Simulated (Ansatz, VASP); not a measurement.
## TiC: VASP beside Ansatz

File POSCAR:

```
TiC
1.0
    0.0000000000      2.1800617706      2.1800617706
    2.1800617706      0.0000000000      2.1800617706
    2.1800617706      2.1800617706      0.0000000000
Ti C
1 1
Direct
    0.0000000000      0.0000000000      0.0000000000
    0.5000000000      0.5000000000      0.5000000000
```

The input INCAR.step1:

```
PREC     = Accurate       # precision mode
ENCUT    = 520            # plane-wave cutoff, eV
ISMEAR   = -1             # smearing method
SIGMA    = 0.05           # smearing width, eV
LREAL    = False          # projectors in reciprocal space
LASPH    = True           # aspherical terms in the spheres
NELM     = 60             # most SCF steps
NBANDS   = 15             # bands
GGA      = PE             # functional
ALGO     = Normal         # electronic algorithm
EDIFF    = 1E-4           # SCF threshold, eV
LWAVE    = True           # write WAVECAR
LCHARG   = False          # write CHGCAR
```

INCAR.step2

```
PREC     = Accurate       # precision mode
ENCUT    = 520            # plane-wave cutoff, eV
EDIFF    = 1E-6           # SCF threshold, eV
ISMEAR   = -1             # smearing method
SIGMA    = 0.05           # smearing width, eV
LREAL    = False          # projectors in reciprocal space
LASPH    = True           # aspherical terms in the spheres
NELM     = 60             # most SCF steps
ALGO     = Normal         # electronic algorithm
ISIF     = 2              # what is computed and relaxed
LWAVE    = False          # write WAVECAR
LCHARG   = False          # write CHGCAR
METAGGA  = R2SCAN         # meta-GGA
LMIXTAU  = True         
NBANDS   = 15             # bands
ISTART   = 1
```

KPOINTS

```
Automatic mesh
0
Gamma
  11 11 11
```

File input.yaml:

```yaml
crystal:
  lattice:
    - [0.0, 2.1800617706, 2.1800617706]
    - [2.1800617706, 0.0, 2.1800617706]
    - [2.1800617706, 2.1800617706, 0.0]
  atoms:
    - { symbol: Ti, position: [0.0, 0.0, 0.0] }
    - { symbol: C, position: [0.5, 0.5, 0.5] }
hamiltonian:
  xc: r2scan
  pseudopotentials: { kind: paw }
kpoints:
  mp_grid: { grid: [11, 11, 11] }
scf:
  occupations: { method: fermi_dirac, width: 0.05 }
output:
  forces: true
  stress: true
  eigenvalues: true
```

Alike in both runs: task single point; functional r2SCAN; k mesh 11 × 11 × 11; occupations fermi-dirac, width 0.05 eV; no spin polarisation.

|  | VASP | Ansatz |
| --- | --- | --- |
| version | VASP 6.6.1 | Ansatz 0.2.0 |
| potentials or method | VASP PAW PBE potentials, release 64 (Ti_sv, C) | Ansatz PAW |
| plane-wave cutoff (eV) | 520 | 500 |
| valence electrons in the cell | 16 | 16 |

|  | VASP | Ansatz | Ansatz less VASP |
| --- | --- | --- | --- |
| gap on the k mesh at the Fermi level (eV) | none | none | - |
| pressure (GPa) | -4.7 | -5.6 | -0.90 |

VASP's potentials were made for PBE, not for r2SCAN. A gap of «none» marks a metal or a gap that the smearing closes.
